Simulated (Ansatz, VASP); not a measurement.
# MnRh in VASP and in Ansatz

The input INCAR:

```
SYSTEM = MnRh
ALGO = Normal
EDIFF = 1E-6
ENCUT = 500
GGA = CA
GGA_COMPAT = .FALSE.
ISIF = 2
ISMEAR = 0
ISPIN = 2
LASPH = .TRUE.
LCHARG = .FALSE.
LMAXMIX = 4
LORBIT = 11
LREAL = .FALSE.
LWAVE = .FALSE.
MAGMOM = 4 0
NBANDS = 25
NELM = 200
PREC = Accurate
SIGMA = 0.1
```

KPOINTS

```
k-points
0
G
  6 6 6
  0 0 0
```

The input POSCAR:

```
MnRh
1.0
    3.0440000000      0.0000000000      0.0000000000
    0.0000000000      3.0440000000      0.0000000000
    0.0000000000      0.0000000000      3.0440000000
Mn Rh
1 1
Direct
    0.0000000000      0.0000000000      0.0000000000
    0.5000000000      0.5000000000      0.5000000000
```

Input for Ansatz:

```yaml
crystal:
  lattice:
    - [3.044, 0.0, 0.0]
    - [0.0, 3.044, 0.0]
    - [0.0, 0.0, 3.044]
  atoms:
    - { symbol: Mn, position: [0.0, 0.0, 0.0], spin: 4.0 }
    - { symbol: Rh, position: [0.5, 0.5, 0.5] }
basis:
  ecutwfc: 420
kpoints:
  mp_grid: { grid: [6, 6, 6] }
hamiltonian:
  xc: lda
scf:
  occupations: { method: gaussian, width: 0.1 }
  lower_state_search: "off"
output:
  forces: true
  stress: true
  eigenvalues: true
  populations: true
magnetization:
  spin_polarized: true
```

Alike in both runs: task single point; functional LDA; k mesh 6 × 6 × 6; occupations gaussian, width 0.1 eV; collinear spin.

```csv
,VASP,Ansatz
version,VASP 6.6.1,Ansatz 0.2.0
potentials or method,"VASP PAW LDA potentials, release 64 (Mn_pv, Rh_pv), cutoff 500 eV","scalar-relativistic, plane waves, PAW"
valence electrons in the cell,28,32
```

|  | VASP | Ansatz | Ansatz less VASP |
| --- | --- | --- | --- |
| gap on the k mesh at the Fermi level (eV) | none | none | - |
| pressure (GPa) | -16.7 | -16.5 | +0.18 |
| net moment per atom (μB) | 2.06 | 2.07 | +0.007 |
| size of the moment on the site where the two differ most (μB) | 3.36 | 3.38 | +0.020 |

LDA's correlation is that of Perdew and Zunger in VASP and of Perdew and Wang (1992) in Ansatz. Site moments also hang on the region over which each program counts them. A gap of «none» marks a metal or a gap that the smearing closes. VASP's potentials hold 28 valence electrons a cell and Ansatz's 32, so a difference there can come from the potentials and not from the codes.
